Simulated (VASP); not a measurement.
Crystal: GeCl2.

```xyz
3
Lattice="0.0000 3.7123 3.7123 3.7123 0.0000 3.7123 3.7123 3.7123 0.0000" Properties=species:S:1:pos:R:3 pbc="T T T"
Ge    0.0000    0.0000    0.0000
Cl    5.5685    5.5685    5.5685
Cl    1.8562    1.8562    1.8562
```

The cell was built from a structure type or drawn by symmetry, and may not be a known phase.

| Property | Result |
| --- | --- |
| Program | VASP 6.6.1 |
| Task | relaxation of cell and atoms |
| Functional | PBE |
| Potentials or basis | VASP PAW PBE potentials, release 64 (Ge_d, Cl) |
| Cutoff | 600 eV |
| k mesh | 4 × 4 × 4 |
| Occupations | gaussian, width 0.1 eV |
| Spin | no spin polarisation |

At the start: pressure -7.0 GPa; volume 34.11 Å³/atom.

Problem. Where does the relaxation end?

Solution. Over 4 steps the energy falls by 299.5 meV/atom and the volume is 24.12 Å³/atom (-29.3 %); space group Fm-3m (No. 225, to 0.1 Å) before and after.

Step by step:
```csv
step,energy change (eV),largest force (eV/Å),pressure (GPa),volume (Å³)
1,0.0000,0.0000,-7.02,102.32
2,-0.7681,0.0000,-4.08,81.75
3,-0.8964,0.0000,-0.64,73.63
4,-0.8986,0.0000,0.10,72.35
```

Final structure:
```
Ge Cl
1.0
     0.00000    3.30722    3.30722
     3.30722    0.00000    3.30722
     3.30722    3.30722    0.00000
Ge Cl
1 2
Direct
  0.00000 0.00000 0.00000
  0.75000 0.75000 0.75000
  0.25000 0.25000 0.25000
```

Caveat: the volume moved by over 15 % at a fixed basis, so the end points are rough.
